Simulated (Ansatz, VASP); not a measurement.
One calculation of Lu, two programs

```xyz
4
Lattice="3.2199 0.0000 0.0000 -1.6100 2.7886 0.0000 0.0000 0.0000 10.3650" Properties=species:S:1:pos:R:3 pbc="T T T"
Lu    0.0000    0.0000    0.0000
Lu    0.0000    0.0000    5.1825
Lu    0.0000    1.8590    2.5913
Lu    1.6100    0.9295    7.7738
```

Change from the starting cell: volume scaled by 0.8, PAW files.

Alike in both runs: task single point; functional PBE; k mesh 10 × 10 × 3; occupations fermi-dirac, width 0.1 eV; no spin polarisation.

```csv
,VASP,Ansatz
version,VASP 6.6.1,Ansatz 0.2.0
potentials or method,"VASP PAW PBE potentials, release 64 (Lu)","PAW with Ansatz's default frozen-core files, scalar-relativistic"
plane-wave cutoff (eV),520,420
valence electrons in the cell,100,100
```

|  | VASP | Ansatz | Ansatz less VASP |
| --- | --- | --- | --- |
| pressure (GPa) | 14.2 | 13.8 | -0.44 |

The functional is the same, so the differences come from potentials, cutoffs and numerics.

Spin-orbit coupling is off throughout.
